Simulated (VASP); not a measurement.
# PbS (Fm-3m) in VASP: a series of runs, part 2 of 2

VASP 6.6.1.

## (4) Electric field gradients, PBE (volume scaled by 0.96)

INCAR reads:

```
SYSTEM = PbS
  PREC = Accurate
  ENCUT = 520
  EDIFF = 1E-8
  ISMEAR = -1
  SIGMA = 0.01
  LREAL = .FALSE.
  LASPH = .TRUE.
  NELM = 100
  ALGO = Normal
  ISIF = 2
  LWAVE = .FALSE.
  LCHARG = .FALSE.
  GGA = PE
  LEFG = .TRUE.
  NBANDS = 17
```

KPOINTS reads:

```
regular mesh
0
G
  8 8 8
  0 0 0
```

POSCAR reads:

```
PbS
1.0
    0.0000000000      2.9249275202      2.9249275202
    2.9249275202      0.0000000000      2.9249275202
    2.9249275202      2.9249275202      0.0000000000
Pb S
1 1
Direct
    0.0000000000      0.0000000000      0.0000000000
    0.5000000000      0.5000000000      0.5000000000
```

Potentials or basis: VASP PAW PBE potentials, release 64 (Pb_d, S).

Launch:

```console
> cat potpaw_PBE.64/Pb_d/POTCAR potpaw_PBE.64/S/POTCAR > POTCAR
> mpirun -np 1 vasp_std > vasp.out
```

OUTCAR:

```text
SYSTEM = PbS
   PREC = Accurate
   ENCUT = 520
   EDIFF = 1E-8
   ISMEAR = -1
   LREAL = .FALSE.
   LASPH = .TRUE.
   NELM = 100
   ISIF = 2
   GGA = PE

 ion  position               nearest neighbor table
   1  0.000  0.000  0.000-   2 2.92   2 2.92   2 2.92   2 2.92   2 2.92   2 2.92
   2  0.500  0.500  0.500-   1 2.92   1 2.92   1 2.92   1 2.92   1 2.92   1 2.92

  LATTYP: Found a face centered cubic cell.
 ALAT       =     5.8498550404

  Lattice vectors:

 A1 = (   0.0000000000,   2.9249275202,   2.9249275202)
 A2 = (   2.9249275202,   0.0000000000,   2.9249275202)
 A3 = (   2.9249275202,   2.9249275202,   0.0000000000)

Analysis of symmetry for initial positions (statically):
=====================================================================
 Subroutine PRICEL returns:
 Original cell was already a primitive cell.

 Routine SETGRP: Setting up the symmetry group for a
 face centered cubic supercell.

 Subroutine GETGRP returns: Found 48 space group operations
 (whereof 48 operations were pure point group operations)
 out of a pool of 48 trial point group operations.

The static configuration has the point symmetry O_h .

Analysis of symmetry for dynamics (positions and initial velocities):
=====================================================================
 Subroutine PRICEL returns:
 Original cell was already a primitive cell.

 Routine SETGRP: Setting up the symmetry group for a
 face centered cubic supercell.

 Subroutine GETGRP returns: Found 48 space group operations
 (whereof 48 operations were pure point group operations)
 out of a pool of 48 trial point group operations.

The dynamic configuration has the point symmetry O_h .

 Subroutine INISYM returns: Found 48 space group operations
 (whereof 48 operations are pure point group operations),
 and found     1 'primitive' translations

----------------------------------------------------------------------------------------

                                     Primitive cell

  volume of cell :      50.0467

  direct lattice vectors                    reciprocal lattice vectors
     0.000000000  2.924927520  2.924927520    -0.170944407  0.170944407  0.170944407
     2.924927520  0.000000000  2.924927520     0.170944407 -0.170944407  0.170944407
     2.924927520  2.924927520  0.000000000     0.170944407  0.170944407 -0.170944407

  length of vectors
     4.136472168  4.136472168  4.136472168     0.296084398  0.296084398  0.296084398

  position of ions in fractional coordinates (direct lattice)
     0.000000000  0.000000000  0.000000000
     0.500000000  0.500000000  0.500000000

  ion indices of the primitive-cell ions
   primitive index   ion index
                 1           1
                 2           2

----------------------------------------------------------------------------------------

 KPOINTS: regular mesh

Automatic generation of k-mesh.
 Grid dimensions read from file:
[... 65 lines left out ...]
   EDIFF  = 0.1E-07   stopping-criterion for ELM
   LREAL  =      F    real-space projection
   EDIFFG = 0.1E-06   stopping-criterion for IOM
   NSW    =      0    number of steps for IOM
   IBRION =     -1    ionic relax: 0-MD 1-quasi-New 2-CG
   NFREE  =      0    steps in history (QN), initial steepest desc. (CG)
   ISIF   =      2    stress and relaxation
   ISYM   =      2    0-nonsym 1-usesym 2-fastsym
   POTIM  = 0.5000    time-step for ionic-motion
   TEBEG  =    0.0;   TEEND  =   0.0 temperature during run
   PSTRESS=    0.0 pullay stress
   NELECT =      20.0000    total number of electrons
   NUPDOWN=      -1.0000    fix difference up-down
   EMIN   =  10.00;   EMAX   =-10.00  energy-range for DOS
   EFERMI =   0.00;   METHOD = LEGACY
   ISMEAR =    -1;   SIGMA  =   0.01  broadening in eV -4-tet -1-fermi 0-gaus
   EFERMI_NEDOS =   21; number of points for ismear=-14 and -15
   IALGO  =     38    algorithm
   IMIX   =      4    mixing-type and parameters
     AMIX     =   0.40;   BMIX     =  1.00
     AMIX_MAG =   1.60;   BMIX_MAG =  1.00
  volume/ion in A,a.u.               =      25.02       168.87
  Fermi-wavevector in a.u.,A,eV,Ry     =   1.205849  2.278725 19.783860  1.454073
  Thomas-Fermi vector in A             =   2.341534
   LORBIT       =      0    0 simple, 1 ext, 2 COOP (PROOUT), +10 PAW based schemes
   GGA     = PE    functional components
   LHFCALC =     F    Hartree Fock is set to
   AEXX    =    0.0000 exact exchange contribution
   IVDW    =     0    specifies the selected vdW correction
   LEPSILON=     F    determine dielectric tensor
   LRPA    =     F    only Hartree local field effects (RPA)
 non-spin polarized calculation
  energy-cutoff  :      520.00
  volume of cell :       50.05
 maximum number of plane-waves:      1365
   NGX = 15   NGY = 15   NGZ = 15

 number of electron      19.9999997 magnetization

 Free energy of the ion-electron system (eV)
  ---------------------------------------------------
  ext. energy  EPLUGINS =         0.00000000
  ---------------------------------------------------
  free energy    TOTEN  =        -8.70844799 eV

  energy without entropy =       -8.70844784  energy(sigma->0) =       -8.70844791

 E-fermi :   6.5368     XC(G=0):  -9.8795

 val. band max:        6.4362705617   @ k =   0.5000   0.0000   0.0000
 cond. band min:       6.6373003548   @ k =   0.5000   0.0000   0.0000
 fundamental gap:      0.2010297931
 Fermi energy:         6.5367852223

 k-point     1 :       0.0000    0.0000    0.0000
  band No.  band energies     occupation
      1     -10.5156      2.00000
      2     -10.5156      2.00000
      3     -10.5156      2.00000
      4     -10.5003      2.00000
      5     -10.5003      2.00000
      6      -7.6020      2.00000
[... 457 lines left out ...]
      4     -10.4822      2.00000
      5     -10.4572      2.00000
      6      -5.9923      2.00000
[... 9 lines left out ...]
     16      17.2887      0.00000
     17      17.6164      0.00000

 [... further k-points ...]
[... 5 lines left out ...]
  --------------------------------------------------------------------------------------
  -------------------------------------------------------------------------------------
  Total        1.5543976      1.5543976      1.5543976      0.0000000      0.0000000     -0.0000000
  in kB       49.7619499     49.7619499     49.7619499      0.0000000      0.0000000     -0.0000000
  external PRESSURE =      49.7619499 kB  Pullay stress =       0.0000000 kB

 VOLUME and BASIS-vectors are now :
 -----------------------------------------------------------------------------
  energy-cutoff  :      520.00
  volume of cell :       50.05
      direct lattice vectors                 reciprocal lattice vectors
     0.000000000  2.924927520  2.924927520    -0.170944407  0.170944407  0.170944407
     2.924927520  0.000000000  2.924927520     0.170944407 -0.170944407  0.170944407
     2.924927520  2.924927520  0.000000000     0.170944407  0.170944407 -0.170944407

 POSITION                                       TOTAL-FORCE (eV/Angst)
 -----------------------------------------------------------------------------------
      0.00000      0.00000      0.00000        -0.000000      0.000000      0.000000
      2.92493      2.92493      2.92493         0.000000      0.000000     -0.000000
 -----------------------------------------------------------------------------------
    total drift:                                0.000000     -0.000000     -0.000000

  FREE ENERGIE OF THE ION-ELECTRON SYSTEM (eV)
  ---------------------------------------------------
  free  energy   TOTEN  =        -8.7084479885 eV

  energy  without entropy=       -8.7084478395  energy(sigma->0) =       -8.70844791

 Electric field gradients (V/A^2)
---------------------------------------------------------------------
 ion       V_xx      V_yy      V_zz      V_xy      V_xz      V_yz
---------------------------------------------------------------------
   1       0.000    -0.000    -0.000    -0.001    -0.001    -0.001
   2      -0.000    -0.000    -0.000    -0.000    -0.000    -0.000
---------------------------------------------------------------------

 Electric field gradients after diagonalization (V/A^2)
 (convention: |V_zz| > |V_xx| > |V_yy|)
----------------------------------------------------------------------
 ion       V_xx      V_yy      V_zz     asymmetry (V_yy - V_xx)/ V_zz
----------------------------------------------------------------------
   1       0.001     0.001    -0.002       0.000
   2       0.000     0.000    -0.000       0.000
----------------------------------------------------------------------

           NMR quadrupolar parameters

 Cq : quadrupolar parameter    Cq=e*Q*V_zz/h
 eta: asymmetry parameters     (V_yy - V_xx)/ V_zz
 Q  : nuclear electric quadrupole moment in mb (millibarn)
----------------------------------------------------------------------
 ion       Cq(MHz)       eta       Q (mb)
----------------------------------------------------------------------
   1      -0.000       0.000       1.000
   2      -0.000       0.000       1.000
----------------------------------------------------------------------
```

OSZICAR:

```text
N       E                     dE             d eps       ncg     rms          rms(c)
DAV:   1     0.159194522850E+03    0.15919E+03   -0.98583E+03   986   0.124E+03
DAV:   2     0.328570811417E+01   -0.15591E+03   -0.15041E+03  1038   0.318E+02
DAV:   3    -0.886394224354E+01   -0.12150E+02   -0.12052E+02  1315   0.934E+01
DAV:   4    -0.914866383825E+01   -0.28472E+00   -0.28451E+00  1257   0.155E+01
DAV:   5    -0.915808933517E+01   -0.94255E-02   -0.94250E-02  1456   0.270E+00    0.499E+00
DAV:   6    -0.870630478011E+01    0.45178E+00   -0.12421E+00  1557   0.799E+00    0.352E+00
DAV:   7    -0.870527223530E+01    0.10325E-02   -0.13817E-01  1207   0.189E+00    0.192E+00
DAV:   8    -0.870854925136E+01   -0.32770E-02   -0.14226E-02  1191   0.134E+00    0.145E-01
DAV:   9    -0.870829563333E+01    0.25362E-03   -0.23633E-03  1558   0.454E-01    0.908E-02
DAV:  10    -0.870843701207E+01   -0.14138E-03   -0.29975E-04  1141   0.124E-01    0.458E-02
DAV:  11    -0.870844698620E+01   -0.99741E-05   -0.70259E-05  1361   0.943E-02    0.239E-02
DAV:  12    -0.870844779354E+01   -0.80734E-06   -0.45285E-06  1272   0.176E-02    0.182E-03
DAV:  13    -0.870844792739E+01   -0.13386E-06   -0.14955E-07  1285   0.358E-03    0.508E-04
DAV:  14    -0.870844796866E+01   -0.41264E-07   -0.49930E-08  1169   0.139E-03    0.412E-04
DAV:  15    -0.870844798255E+01   -0.13890E-07   -0.11248E-09   965   0.277E-04    0.284E-04
DAV:  16    -0.870844798847E+01   -0.59206E-08   -0.39100E-10   659   0.189E-04
   1 F= -.87084480E+01 E0= -.87084479E+01  d E =-.148918E-06
```

stdout:

```text
POSCAR found type information on POSCAR PbS
 POSCAR found :  2 types and       2 ions
 scaLAPACK will be used
 LDA part: xc-table for (Slater+PW92), standard interpolation
 POSCAR, INCAR and KPOINTS ok, starting setup
 FFT: planning ... GRIDC
 FFT: planning ... GRID_SOFT
 FFT: planning ... GRID
 WAVECAR not read
 entering main loop
ion   1

ion   2
```

It took 17 s on 1 thread of Intel Xeon 6975P-C, shared host; peak memory 0.18 GiB.

What came out:

```yaml
Free_energy: -8.7084 eV
Pressure: 5.0 GPa
Band_gap_on_the_k_mesh: 0.20 eV, direct
```

Caveat: without QUAD_EFG the Cq values of the log hold for a quadrupole moment of 1 mb, not for the nuclei; spin-orbit coupling is left out, which moves the levels of the heavy elements. A k mesh can miss the band edges.

## (5) Electric field gradients, PBE (volume scaled by 0.975)

INCAR reads:

```
PREC = Accurate ; ENCUT = 520
EDIFF = 1E-8 ; ISMEAR = -1
SIGMA = 0.01 ; LREAL = F
LASPH = T ; NELM = 60
ALGO = Normal ; ISIF = 2
LWAVE = F ; LCHARG = F
GGA = PE ; LEFG = T
NBANDS = 17
```

KPOINTS reads:

```
Automatic mesh
0
Gamma
  8 8 8
```

POSCAR reads:

```
PbS
1.0
    0.0000000000      2.9400828556      2.9400828556
    2.9400828556      0.0000000000      2.9400828556
    2.9400828556      2.9400828556      0.0000000000
Pb S
1 1
Direct
    0.0000000000      0.0000000000      0.0000000000
    0.5000000000      0.5000000000      0.5000000000
```

Potentials or basis: VASP PAW PBE potentials, release 64 (Pb_d, S).

Launch:

```console
> cat potpaw_PBE.64/Pb_d/POTCAR potpaw_PBE.64/S/POTCAR > POTCAR
> mpirun -np 1 vasp_std > vasp.out
```

OUTCAR:

```text
PREC = Accurate
   ENCUT = 520
   EDIFF = 1E-8
   ISMEAR = -1
   LREAL = F
   LASPH = T
   NELM = 60
   ISIF = 2
   GGA = PE

 ion  position               nearest neighbor table
   1  0.000  0.000  0.000-   2 2.94   2 2.94   2 2.94   2 2.94   2 2.94   2 2.94
   2  0.500  0.500  0.500-   1 2.94   1 2.94   1 2.94   1 2.94   1 2.94   1 2.94

  LATTYP: Found a face centered cubic cell.
 ALAT       =     5.8801657112

  Lattice vectors:

 A1 = (   0.0000000000,   2.9400828556,   2.9400828556)
 A2 = (   2.9400828556,   0.0000000000,   2.9400828556)
 A3 = (   2.9400828556,   2.9400828556,   0.0000000000)

Analysis of symmetry for initial positions (statically):
=====================================================================
 Subroutine PRICEL returns:
 Original cell was already a primitive cell.

 Routine SETGRP: Setting up the symmetry group for a
 face centered cubic supercell.

 Subroutine GETGRP returns: Found 48 space group operations
[... 666 lines left out ...]
  volume of cell :       50.83
      direct lattice vectors                 reciprocal lattice vectors
     0.000000000  2.940082856  2.940082856    -0.170063234  0.170063234  0.170063234
     2.940082856  0.000000000  2.940082856     0.170063234 -0.170063234  0.170063234
     2.940082856  2.940082856  0.000000000     0.170063234  0.170063234 -0.170063234

 POSITION                                       TOTAL-FORCE (eV/Angst)
 -----------------------------------------------------------------------------------
      0.00000      0.00000      0.00000         0.000000      0.000000      0.000000
      2.94008      2.94008      2.94008        -0.000000     -0.000000     -0.000000
 -----------------------------------------------------------------------------------
    total drift:                                0.000000     -0.000000     -0.000000

  FREE ENERGIE OF THE ION-ELECTRON SYSTEM (eV)
  ---------------------------------------------------
  free  energy   TOTEN  =        -8.7303284975 eV

  energy  without entropy=       -8.7303284893  energy(sigma->0) =       -8.73032849

 Electric field gradients (V/A^2)
---------------------------------------------------------------------
 ion       V_xx      V_yy      V_zz      V_xy      V_xz      V_yz
---------------------------------------------------------------------
   1      -0.000    -0.000     0.000    -0.001    -0.001    -0.001
   2      -0.000    -0.000    -0.000    -0.000    -0.000    -0.000
---------------------------------------------------------------------

 Electric field gradients after diagonalization (V/A^2)
 (convention: |V_zz| > |V_xx| > |V_yy|)
----------------------------------------------------------------------
 ion       V_xx      V_yy      V_zz     asymmetry (V_yy - V_xx)/ V_zz
----------------------------------------------------------------------
   1       0.001     0.001    -0.002       0.000
   2       0.000     0.000    -0.001       0.000
----------------------------------------------------------------------

           NMR quadrupolar parameters

 Cq : quadrupolar parameter    Cq=e*Q*V_zz/h
 eta: asymmetry parameters     (V_yy - V_xx)/ V_zz
 Q  : nuclear electric quadrupole moment in mb (millibarn)
----------------------------------------------------------------------
 ion       Cq(MHz)       eta       Q (mb)
----------------------------------------------------------------------
   1      -0.000       0.000       1.000
   2      -0.000       0.000       1.000
----------------------------------------------------------------------
```

OSZICAR:

```text
N       E                     dE             d eps       ncg     rms          rms(c)
DAV:   1     0.165685755498E+03    0.16569E+03   -0.98631E+03   994   0.125E+03
DAV:   2     0.395649544172E+01   -0.16173E+03   -0.15590E+03  1047   0.323E+02
DAV:   3    -0.884514077408E+01   -0.12802E+02   -0.12704E+02  1261   0.953E+01
DAV:   4    -0.917998555573E+01   -0.33484E+00   -0.33447E+00  1336   0.163E+01
DAV:   5    -0.919175273966E+01   -0.11767E-01   -0.11767E-01  1391   0.300E+00    0.485E+00
DAV:   6    -0.872727599362E+01    0.46448E+00   -0.12923E+00  1554   0.799E+00    0.342E+00
DAV:   7    -0.872710508159E+01    0.17091E-03   -0.14363E-01  1186   0.191E+00    0.190E+00
DAV:   8    -0.873050628351E+01   -0.34012E-02   -0.15055E-02  1179   0.136E+00    0.178E-01
DAV:   9    -0.873016179004E+01    0.34449E-03   -0.27485E-03  1550   0.475E-01    0.884E-02
DAV:  10    -0.873031729233E+01   -0.15550E-03   -0.32850E-04  1115   0.121E-01    0.477E-02
DAV:  11    -0.873032749920E+01   -0.10207E-04   -0.65994E-05  1375   0.895E-02    0.212E-02
DAV:  12    -0.873032833270E+01   -0.83351E-06   -0.42554E-06  1286   0.184E-02    0.145E-03
DAV:  13    -0.873032841830E+01   -0.85597E-07   -0.15179E-07  1310   0.332E-03    0.122E-03
DAV:  14    -0.873032847458E+01   -0.56282E-07   -0.85625E-08  1120   0.159E-03    0.592E-04
DAV:  15    -0.873032848683E+01   -0.12244E-07   -0.14285E-09  1081   0.370E-04    0.192E-04
DAV:  16    -0.873032849890E+01   -0.12074E-07   -0.51822E-10   678   0.223E-04    0.287E-05
DAV:  17    -0.873032849747E+01    0.14350E-08   -0.89887E-11   645   0.110E-04
   1 F= -.87303285E+01 E0= -.87303285E+01  d E =-.812520E-08
```

stdout:

```text
POSCAR found type information on POSCAR PbS
 POSCAR found :  2 types and       2 ions
 scaLAPACK will be used
 LDA part: xc-table for (Slater+PW92), standard interpolation
 POSCAR, INCAR and KPOINTS ok, starting setup
 FFT: planning ... GRIDC
 FFT: planning ... GRID_SOFT
 FFT: planning ... GRID
 WAVECAR not read
 entering main loop
ion   1

ion   2
```

Run time: 19 s. Hardware: 1 thread of Intel Xeon 6975P-C, shared host; peak memory 0.18 GiB.

What came out:

```
Free energy            : -8.7303 eV
Pressure               : 3.9 GPa
Band gap on the k mesh : 0.26 eV, direct
```

Caveat: without QUAD_EFG the Cq values of the log hold for a quadrupole moment of 1 mb, not for the nuclei; spin-orbit coupling is left out, which moves the levels of the heavy elements. A k mesh can miss the band edges.

## (6) Overview

| cell | gap on the mesh (eV) | pressure (GPa) |
| --- | --- | --- |
| a = 4.122 Å, angles 60.0°, 2 atoms | 0.16 | 5.8 |
| a = 4.136 Å, angles 60.0°, 2 atoms | 0.20 | 5.0 |
| a = 4.158 Å, angles 60.0°, 2 atoms | 0.26 | 3.9 |

Alike in all rows: task electric field gradients; level PBE; potentials or basis VASP PAW PBE potentials, release 64 (Pb_d, S); no spin polarisation; k mesh 8 × 8 × 8; cutoff (eV) 520; smearing fermi-dirac 0.01 eV.

Caveats: spin-orbit coupling is left out, which moves the levels of the heavy elements.

Total energies depend on the potentials used, so only differences within one code and one set of settings carry meaning.
